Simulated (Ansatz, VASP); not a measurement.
TiAl in VASP and in Ansatz

File POSCAR:

```
TiAl
1.0
    2.9065446789      0.0000000000      0.0000000000
   -1.4532723394      2.5171415292      0.0000000000
    0.0000000000      0.0000000000      4.5524873213
Ti Al
1 1
Direct
    0.0000000000      0.0000000000      0.0000000000
    0.3333333333      0.6666666667      0.5000000000
```

INCAR.step1

```
PREC = Accurate
ENCUT = 520
ISMEAR = 0
SIGMA = 0.15
LREAL = F
LASPH = T
NELM = 60
NBANDS = 14
GGA = PE
ALGO = Normal
EDIFF = 1E-4
LWAVE = T
LCHARG = F
```

File INCAR.step2:

```
PREC = Accurate
ENCUT = 520
EDIFF = 1E-7
ISMEAR = 0
SIGMA = 0.15
LREAL = F
LASPH = T
NELM = 60
ALGO = Normal
ISIF = 2
LWAVE = F
LCHARG = F
METAGGA = R2SCAN
LMIXTAU = T
NBANDS = 14
ISTART = 1
```

Contents of KPOINTS:

```
Automatic mesh
0
Gamma
  24 24 12
```

Input for Ansatz:

```yaml
crystal:
  lattice:
    - [2.9065446789, 0.0, 0.0]
    - [-1.4532723394, 2.5171415292, 0.0]
    - [0.0, 0.0, 4.5524873213]
  atoms:
    - { symbol: Ti, position: [0.0, 0.0, 0.0] }
    - { symbol: Al, position: [0.3333333333, 0.6666666667, 0.5] }
basis:
  ecutwfc: 500
kpoints:
  mp_grid: { grid: [24, 24, 12] }
hamiltonian:
  xc: r2scan
scf:
  occupations: { method: gaussian, width: 0.15 }
output:
  forces: true
  stress: true
  eigenvalues: true
```

Alike in both runs: task single point; functional r2SCAN; k mesh 24 × 24 × 12; occupations gaussian, width 0.15 eV; no spin polarisation.

```csv
,VASP,Ansatz
version,VASP 6.6.1,Ansatz 0.2.0
potentials or method,"VASP PAW PBE potentials, release 64 (Ti_sv, Al), cutoff 520 eV","scalar-relativistic, plane waves, PAW"
valence electrons in the cell,15,15
```

VASP gave:

* gap on the k mesh at the Fermi level (eV): none
* pressure (GPa): -0.4
* traceless stress, the component that is largest in VASP (GPa): 2.66

What did Ansatz give for the same quantities?

gap on the k mesh at the Fermi level (eV): none; pressure (GPa): -0.5; traceless stress, the component that is largest in VASP (GPa): 2.66.

VASP's potentials were made for PBE, not for r2SCAN. A gap of «none» marks a metal or a gap that the smearing closes.
